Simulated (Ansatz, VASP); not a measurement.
# GaSi62 in VASP and in Ansatz

```
Si Ga
1.0
    10.86000    0.00000    0.00000
     0.00000   10.86000    0.00000
     0.00000    0.00000   10.86000
Si Ga
62 1
Direct
  0.49867 0.99950 0.00101
  0.62520 0.12381 0.12600
  0.74958 0.25063 0.00126
  0.87546 0.37519 0.12383
  0.75065 0.99863 0.25076
  0.87623 0.12234 0.37668
  0.99875 0.99825 0.99769
  0.12590 0.12384 0.12361
  0.24899 0.25061 0.99885
  0.37493 0.37433 0.12472
  0.49845 0.50040 0.99871
  0.62533 0.62336 0.12357
  0.75137 0.75037 0.99766
  0.87509 0.87427 0.12458
  0.25131 0.99969 0.24814
  0.37598 0.12394 0.37511
  0.49992 0.24947 0.24980
  0.62555 0.37337 0.37511
  0.74965 0.49821 0.24809
  0.87481 0.62230 0.37258
  0.50089 0.99870 0.50039
  0.62671 0.12257 0.62601
  0.75057 0.24825 0.50036
  0.87499 0.37444 0.62471
  0.75010 0.99945 0.75693
  0.87476 0.12662 0.87673
  0.99873 0.50321 0.99578
  0.12389 0.62522 0.12338
  0.24602 0.75053 0.99601
  0.37417 0.87381 0.12387
  0.00012 0.24968 0.24969
  0.12626 0.37546 0.37540
  0.24904 0.50033 0.24841
  0.37383 0.62329 0.37528
  0.49985 0.74940 0.24972
  0.62708 0.87311 0.37696
  0.00749 0.99918 0.49978
  0.12691 0.12637 0.62481
  0.25124 0.25061 0.49966
  0.37401 0.37533 0.62528
  0.49850 0.49801 0.49938
  0.62261 0.62217 0.62481
  0.75008 0.74169 0.50014
  0.24808 0.99817 0.74874
  0.37391 0.12379 0.87595
  0.49971 0.24976 0.75011
  0.62553 0.37550 0.87610
  0.75112 0.50129 0.74871
  0.87819 0.63035 0.86850
  0.99971 0.74969 0.24938
  0.12723 0.87441 0.37258
  0.99884 0.50139 0.50093
  0.11793 0.63104 0.62837
  0.24773 0.75025 0.50116
  0.37479 0.87420 0.62480
  0.99974 0.24999 0.74956
  0.12425 0.37593 0.87377
  0.24583 0.50357 0.74824
  0.37334 0.62539 0.87371
  0.49950 0.74971 0.74959
  0.62313 0.87448 0.87677
  0.11905 0.87144 0.86889
  0.87564 0.87363 0.62529
```

Alike in both runs: functional PBE; k mesh 1 × 1 × 1; occupations fermi-dirac, width 0.05 eV; collinear spin.

Ansatz relaxed the structure, and its values are those at the end. VASP's run is a single point on that final structure, the one shown.

|  | VASP | Ansatz |
| --- | --- | --- |
| version | VASP 6.6.1 | Ansatz 0.2.0 |
| potentials or method | VASP PAW PBE potentials, release 64 (Si, Ga_d), cutoff 520 eV | scalar-relativistic, plane waves, PAW |
| valence electrons in the cell | 261 | 261 |

```tsv
	VASP	Ansatz	Ansatz less VASP
rms of the force components (eV/Å)	0.005	0.005	-0.0003
net moment per atom (μB)	0.00	0.00	-0.003
```

With one functional, cell and mesh, what is left measures potentials, basis and numerics. Ansatz's warnings: seeded moment not kept.
